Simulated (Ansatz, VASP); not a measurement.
**Two plane-wave programs on GaAs3**

The input INCAR:

```
PREC = Accurate
ENCUT = 600
EDIFF = 1E-6
ISMEAR = 0
SIGMA = 0.2
LREAL = False
LASPH = True
NELM = 80
ALGO = Normal
ISIF = 3
LWAVE = False
LCHARG = False
GGA = PE
IBRION = 2
NSW = 36
EDIFFG = -0.08
```

KPOINTS

```
Automatic mesh
0
Gamma
  5 5 2
```

Contents of POSCAR:

```
GaAs3
1.0
    3.9000000000      0.0000000000      0.0000000000
   -1.9500000000      3.3774990700      0.0000000000
    0.0000000000      0.0000000000     13.0600000000
Ga As
2 6
Direct
    0.3333333300      0.6666666700      0.0800000000
    0.6666666700      0.3333333300      0.3450000000
    0.3333333300      0.6666666700      0.2670000000
    0.6666666700      0.3333333300      0.5320000000
    0.0000000000      0.0000000000      0.0000000000
    0.0000000000      0.0000000000      0.6160000000
    0.3333333300      0.6666666700      0.7650000000
    0.6666666700      0.3333333300      0.8530000000
```

Input for Ansatz:

```yaml
crystal:
  lattice:
    - [3.9, 0.0, 0.0]
    - [-1.95, 3.37749907, 0.0]
    - [0.0, 0.0, 13.06]
  atoms:
    - { symbol: Ga, position: [0.33333333, 0.66666667, 0.08] }
    - { symbol: Ga, position: [0.66666667, 0.33333333, 0.345] }
    - { symbol: As, position: [0.33333333, 0.66666667, 0.267] }
    - { symbol: As, position: [0.66666667, 0.33333333, 0.532] }
    - { symbol: As, position: [0.0, 0.0, 0.0] }
    - { symbol: As, position: [0.0, 0.0, 0.616] }
    - { symbol: As, position: [0.33333333, 0.66666667, 0.765] }
    - { symbol: As, position: [0.66666667, 0.33333333, 0.853] }
basis:
  ecutwfc: 420
kpoints:
  mp_grid: { grid: [5, 5, 2] }
hamiltonian:
  xc: pbe
scf:
  occupations: { method: gaussian, width: 0.2 }
  lower_state_search: "off"
output:
  forces: true
  stress: true
  eigenvalues: true
relax:
  adjacent_minimum: "off"
  f_tol: 0.08
  max_steps: 16
  cell: { stress_tol: 0.8 }
```

Alike in both runs: task relaxation of cell and atoms; functional PBE; k mesh 5 × 5 × 2; occupations gaussian, width 0.2 eV; no spin polarisation.

```csv
,VASP,Ansatz
version,VASP 6.6.1,Ansatz 0.2.0
potentials or method,"VASP PAW PBE potentials, release 64 (Ga_d, As), cutoff 600 eV","scalar-relativistic, plane waves, PAW"
valence electrons in the cell,56,116
```

VASP gave:

```
gap on the k mesh at the Fermi level, each at its own relaxed structure (eV) : 0.40
relaxed volume (Å³/atom)                                                     : 22.91
relaxed cell length with the largest relative difference (Å)                 : 13.424
```

Q: Estimate Ansatz's values.

A: gap on the k mesh at the Fermi level, each at its own relaxed structure (eV): 0.39; relaxed volume (Å³/atom): 22.86; relaxed cell length with the largest relative difference (Å): 13.411.

VASP's potentials hold 56 valence electrons a cell and Ansatz's 116, so a difference there can come from the potentials and not from the codes.
